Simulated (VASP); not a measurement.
Here is a VASP 6.6.1 calculation.

File INCAR:

```
SYSTEM = HC12
  PREC = Accurate
  ENCUT = 520
  EDIFF = 1E-7
  ISMEAR = 0
  SIGMA = 0.05
  LREAL = .False.
  LASPH = .True.
  NELM = 80
  ALGO = Normal
  ISIF = 2
  LWAVE = .False.
  LCHARG = .False.
  GGA = CA
  NBANDS = 36
  NELECT = 48.0
```

File KPOINTS:

```
regular mesh
0
Gamma
  6 6 6
  0 0 0
```

Contents of POSCAR:

```
HC12
1.0
    1.7657489870     -3.5314979740     -1.7657489870
    3.5314979740     -1.7657489870      1.7657489870
   -1.7657489870     -3.5314979740      1.7657489870
C H
12 1
Direct
    0.2500000000      1.0000000000      0.2500000000
    0.0833333333      0.3333333333      0.7500000000
    0.9166666667      0.6666666667      0.2500000000
    0.7500000000      1.0000000000      0.7500000000
    0.5833333333      0.3333333333      0.2500000000
    0.4166666667      0.6666666667      0.7500000000
    0.9583333333      0.3333333333      0.1250000000
    0.7916666667      0.6666666667      0.6250000000
    0.6250000000      1.0000000000      0.1250000000
    0.4583333333      0.3333333333      0.6250000000
    0.2916666667      0.6666666667      0.1250000000
    0.1250000000      1.0000000000      0.6250000000
    1.0833333333      0.1666666667      0.4166666667
```

Potentials or basis: VASP PAW LDA potentials, release 64 (C, H).

The run is started by

```console
$ cat potpaw_LDA.64/C/POTCAR potpaw_LDA.64/H/POTCAR > POTCAR
$ mpirun -np 1 vasp_std > vasp.out
```

Question: Predict the largest force.

Answer: 13.969 eV/Å.

Forces in eV/Å, atoms in the order of the input:
```
C     1.321   4.538 -13.146
C     0.212  -1.087   0.374
C     0.209  -0.033   0.135
C    -0.329   0.494   0.207
C    -0.008  -0.055   0.036
C     0.409  -0.147  -0.496
C     1.451   2.018   0.510
C     0.042  -0.089   0.282
C     0.237  -0.455  -0.142
C    -0.051   0.035   0.119
C    -0.373   0.379   0.472
C    -6.515  -4.597   1.711
H     3.395  -0.999   9.937
```

Caveat: the cell carries a net charge on a neutralising background, which shifts energy and pressure.
